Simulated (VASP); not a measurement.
# Ir (I4/mmm) in VASP: further runs, part 2 of 2

VASP 6.6.1. Earlier steps stand in the parts before.

### Step 4. Single point, LDA (13.84 Å³/atom)

This run uses another cell than the first one, of 13.84 Å³/atom.

INCAR

```
SYSTEM = Ir
ALGO = Normal ; EDIFF = 1E-6
ENCUT = 560 ; GGA = CA
GGA_COMPAT = .FALSE. ; ISIF = 2
ISMEAR = 0 ; LASPH = .TRUE.
LCHARG = .FALSE. ; LREAL = .FALSE.
LWAVE = .FALSE. ; NBANDS = 14
NELM = 120 ; PREC = Accurate
SIGMA = 0.15
```

KPOINTS

```
k-points
0
G
  22 22 22
  0 0 0
```

POSCAR

```
Ir
1.0
    0.0000000000      1.8097988792      2.1120352921
    1.8097988792      0.0000000000      2.1120352921
    1.8097988792      1.8097988792      0.0000000000
Ir
1
Direct
    0.0000000000      0.0000000000      0.0000000000
```

Started as:

```sh
$ cat potpaw_LDA.64/Ir_sv_GW/POTCAR > POTCAR
$ mpirun -np 1 vasp_std > vasp.out
```

Run time: 48 s. Hardware: 1 thread of Intel Xeon 6975P-C (Granite Rapids), shared host; peak memory 0.29 GiB.

The run converged. Its results:

```
Free energy            : -10.6364 eV
Pressure               : 6.3 GPa
Band gap on the k mesh : zero (an odd number of electrons rules out a gap without spin polarisation)
```

Stress tensor (GPa, compression positive):
```
 25.82   0.00   0.00
  0.00  25.82   0.00
  0.00   0.00 -32.64
```

Levels at points of the mesh, in eV from the Fermi level:
```tsv
k point	band 4	band 5	band 6	band 7	band 8	band 9	band 10	band 11	band 12	band 13
(0.00, 0.00, 0.00)	-49.12	-11.28	-5.38	-3.08	-3.08	-2.82	0.17	14.02	16.38	20.86
(0.50, 0.00, 0.00)	-49.15	-8.26	-5.09	-3.00	-0.64	0.54	1.33	7.85	12.84	18.84
(0.50, 0.50, 0.00)	-49.30	-8.29	-7.56	-0.19	1.29	1.42	1.42	8.14	13.55	13.55
(0.50, 0.00, 0.50)	-49.45	-8.12	-7.40	0.33	0.53	2.81	2.96	10.09	11.83	12.58
```

Caveat: the stress differs along the axes, from -33 to 26 GPa; spin-orbit coupling is left out, which moves the levels of the heavy elements.

### Step 5. Single point, LDA (13.84 Å³/atom)

This run uses another cell than the first one, of 13.84 Å³/atom.

INCAR

```
ALGO = Normal ; EDIFF = 1E-6
ENCUT = 560 ; GGA_COMPAT = False
ISIF = 2 ; ISMEAR = 0
LASPH = True ; LCHARG = False
LREAL = False ; LWAVE = False
NBANDS = 14 ; NELM = 120
PREC = Accurate ; SIGMA = 0.15
```

KPOINTS

```
k-points
0
Gamma
  22 22 22
```

POSCAR

```
Ir
1.0
    0.0000000000      2.0583838469      1.6327100674
    2.0583838469      0.0000000000      1.6327100674
    2.0583838469      2.0583838469      0.0000000000
Ir
1
Direct
    0.0000000000      0.0000000000      0.0000000000
```

Potentials or basis: VASP PAW LDA potentials, release 64 (Ir_sv_GW).

Started as:

```sh
$ cat potpaw_LDA.64/Ir_sv_GW/POTCAR > POTCAR
$ mpirun -np 1 vasp_std > vasp.out
```

OUTCAR:

```text
EDIFF = 1E-6
   ENCUT = 560
   ISIF = 2
   ISMEAR = 0
   LASPH = True
   LREAL = False
   NELM = 120
   PREC = Accurate

 ion  position               nearest neighbor table
   1  0.000  0.000  0.000-

  LATTYP: Found a body centered tetragonal cell.
 ALAT       =     2.9109943529
 C/A-ratio  =     1.1217541977

  Lattice vectors:

 A1 = (   0.0000000000,  -2.0583838469,  -1.6327100674)
 A2 = (   0.0000000000,   2.0583838469,  -1.6327100674)
 A3 = (   2.0583838469,   0.0000000000,   1.6327100674)

Analysis of symmetry for initial positions (statically):
=====================================================================
 Subroutine PRICEL returns:
 Original cell was already a primitive cell.

 Routine SETGRP: Setting up the symmetry group for a
 body centered tetragonal supercell.

 Subroutine GETGRP returns: Found 16 space group operations
 (whereof 16 operations were pure point group operations)
 out of a pool of 16 trial point group operations.

The static configuration has the point symmetry D_4h.

Analysis of symmetry for dynamics (positions and initial velocities):
[... 168 lines left out ...]
      3     -36.0946      2.00000
      4     -35.9239      2.00000
      5       1.7798      2.00000
      6       8.6723      2.00000
      7       8.6723      2.00000
      8       9.8269      2.00000
      9      11.1628      2.00000
     10      12.8717      1.29927
     11      27.6779      0.00000
     12      29.9549      0.00000
     13      29.9549      0.00000
     14      38.8947      0.00000
[... 377 lines left out ...]
      1     -79.3128      2.00000
      2     -36.8950      2.00000
      3     -36.3527      2.00000
      4     -36.0129      2.00000
      5       4.8899      2.00000
      6       7.6070      2.00000
      7      10.6690      2.00000
      8      11.9007      2.00000
      9      13.6716      0.00000
     10      14.7914      0.00000
     11      21.3970      0.00000
     12      26.1559      0.00000
     13      30.9850      0.00000
     14      35.1141      0.00000

 [... further k-points ...]

------------------------ aborting loop because EDIFF is reached ----------------------------------------

  FORCE on cell =-STRESS in cart. coord.  units (eV):
  Direction    XX          YY          ZZ          XY          YZ          ZX
  --------------------------------------------------------------------------------------
  -------------------------------------------------------------------------------------
  Total       -0.7807065     -0.7807065      3.8519715      0.0000000     -0.0000000      0.0000000
  in kB      -90.4079368    -90.4079368    446.0688044      0.0000000     -0.0000000      0.0000000
  external PRESSURE =      88.4176436 kB  Pullay stress =       0.0000000 kB

 VOLUME and BASIS-vectors are now :
 -----------------------------------------------------------------------------
  energy-cutoff  :      560.00
  volume of cell :       13.84
      direct lattice vectors                 reciprocal lattice vectors
     0.000000000  2.058383847  1.632710067    -0.242909019  0.242909019  0.306239307
     2.058383847  0.000000000  1.632710067     0.242909019 -0.242909019  0.306239307
     2.058383847  2.058383847  0.000000000     0.242909019  0.242909019 -0.306239307

 POSITION                                       TOTAL-FORCE (eV/Angst)
 -----------------------------------------------------------------------------------
      0.00000      0.00000      0.00000         0.000000     -0.000000      0.000000
 -----------------------------------------------------------------------------------
    total drift:                                0.000000      0.000000      0.000000

  FREE ENERGIE OF THE ION-ELECTRON SYSTEM (eV)
  ---------------------------------------------------
  free  energy   TOTEN  =       -10.4325388248 eV

  energy  without entropy=      -10.4171866418  energy(sigma->0) =      -10.42486273
```

stdout:

```text
POSCAR found type information on POSCAR Ir
 POSCAR found :  1 types and       1 ions
 scaLAPACK will be used
 LDA part: xc-table for (Slater(with rela. corr.)+CA(PZ))
 , standard interpolation
 POSCAR, INCAR and KPOINTS ok, starting setup
 FFT: planning ... GRIDC
 FFT: planning ... GRID_SOFT
 FFT: planning ... GRID
 WAVECAR not read
 entering main loop
```

Run time: 53 s. Hardware: 1 thread of Intel Xeon 6975P-C (Granite Rapids), shared host; peak memory 0.29 GiB.

Results:

| Item | Value |
| --- | --- |
| Free energy | -10.4325 eV |
| Pressure | 8.8 GPa |
| Band gap on the k mesh | zero (an odd number of electrons rules out a gap without spin polarisation) |

Stress tensor (GPa, compression positive):
```
-9.04  0.00  0.00
 0.00 -9.04  0.00
 0.00  0.00 44.61
```

Caveat: the stress differs along the axes, from -9 to 45 GPa; spin-orbit coupling is left out, which moves the levels of the heavy elements.

### Step 6. Single point, LDA (13.84 Å³/atom)

This run uses another cell than the first one, of 13.84 Å³/atom.

INCAR

```
PREC = Accurate
ENCUT = 560
EDIFF = 1E-6
ISMEAR = 0
SIGMA = 0.15
LREAL = F
LASPH = T
NELM = 120
ALGO = Normal
ISIF = 2
LWAVE = F
LCHARG = F
NBANDS = 14
GGA_COMPAT = F
```

KPOINTS

```
regular mesh
0
Gamma
  22 22 22
```

POSCAR

```
Ir
1.0
    0.0000000000      2.2236052750      1.3990924390
    2.2236052750      0.0000000000      1.3990924390
    2.2236052750      2.2236052750      0.0000000000
Ir
1
Direct
    0.0000000000      0.0000000000      0.0000000000
```

Potentials or basis: VASP PAW LDA potentials, release 64 (Ir_sv_GW).

Started as:

```sh
$ cat potpaw_LDA.64/Ir_sv_GW/POTCAR > POTCAR
$ mpirun -np 1 vasp_std > vasp.out
```

It took 2 min on 1 thread of Intel Xeon Platinum 8259CL at 2.50GHz (Skylake/Cascade Lake), shared host; peak memory 0.29 GiB.

It converged, with:

```yaml
Free_energy: -10.3970 eV
Pressure: 10.6 GPa
Band_gap_on_the_k_mesh: zero (an odd number of electrons rules out a gap without spin polarisation)
```

Stress tensor (GPa, compression positive):
```
 23.08   0.00   0.00
  0.00  23.08   0.00
  0.00   0.00 -14.31
```

Levels at points of the mesh, in eV from the Fermi level:
```
           k point  band 6  band 7  band 8  band 9  band 10  band 11
(0.00, 0.00, 0.00)   -4.62   -3.23   -3.23   -1.79     0.35    15.53
(0.50, 0.00, 0.00)   -6.19   -0.69    0.35    0.90     2.46     9.08
(0.50, 0.50, 0.00)   -7.49    1.59    1.59    2.11     6.95     6.95
(0.50, 0.00, 0.50)   -4.72   -2.02   -0.55   -0.39     2.27     7.94
```

Caveat: the stress differs along the axes, from -14 to 23 GPa; spin-orbit coupling is left out, which moves the levels of the heavy elements.

### Step 7. The runs side by side

```csv
cell,gap on the mesh (eV),pressure (GPa)
"a = 2.705, b = 2.705, c = 2.489 Å, angles 62.6, 62.6, 54.8°, 1 atom",none,49.3
"a = 2.642, b = 2.642, c = 2.837 Å, angles 57.5, 57.5, 65.0°, 1 atom",none,4.5
"a = 2.781, b = 2.781, c = 2.559 Å, angles 62.6, 62.6, 54.8°, 1 atom",none,6.3
"a = 2.627, b = 2.627, c = 2.911 Å, angles 56.4, 56.4, 67.3°, 1 atom",none,8.8
"a = 2.627, b = 2.627, c = 3.145 Å, angles 53.2, 53.2, 73.5°, 1 atom",none,10.6
```

Alike in all rows: task single point; level LDA; potentials or basis VASP PAW LDA potentials, release 64 (Ir_sv_GW); no spin polarisation; k mesh 22 × 22 × 22; cutoff (eV) 560; smearing gaussian 0.15 eV.

Caveats: spin-orbit coupling is left out, which moves the levels of the heavy elements; the stress differs along the axes, from -1 to 75 GPa (at least some runs); the stress differs along the axes, from -12 to 37 GPa (at least some runs); the stress differs along the axes, from -33 to 26 GPa (at least some runs); the stress differs along the axes, from -9 to 45 GPa (at least some runs); the stress differs along the axes, from -14 to 23 GPa (at least some runs).

Absolute energies hang on the potentials; compare differences alone.
